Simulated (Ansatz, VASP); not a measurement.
# Ge in VASP and in Ansatz

```
CELL_PARAMETERS angstrom
0.07662 2.82839 2.82839
2.82839 0.07662 2.82839
2.82839 2.82839 0.07662
ATOMIC_POSITIONS crystal
Ge 0.00171 0.00171 0.00171
Ge 0.24829 0.24829 0.24829
```

Change from the starting cell: epitaxial_111 strain -3.0%.

Alike in both runs: task single point; functional r2SCAN; k mesh 8 × 8 × 8; occupations fermi-dirac, width 0.02 eV; no spin polarisation.

```csv
,VASP,Ansatz
version,VASP 6.6.1,Ansatz 0.2.0
potentials or method,"VASP PAW PBE potentials, release 64 (Ge_d)","plane waves, PAW"
plane-wave cutoff (eV),520,500
valence electrons in the cell,28,28
```

|  | VASP | Ansatz | Ansatz less VASP |
| --- | --- | --- | --- |
| pressure (GPa) | 4.2 | 4.1 | -0.08 |
| traceless stress, the component that is largest in VASP (GPa) | -2.06 | -2.05 | +0.007 |
| rms of the force components (eV/Å) | 0.005 | 0.004 | -0.0011 |

VASP's potentials were made for PBE, not for r2SCAN. Atom by atom the forces differ by 0.001 eV/Å (rms over components). The functional is the same, so the differences come from potentials, cutoffs and numerics.
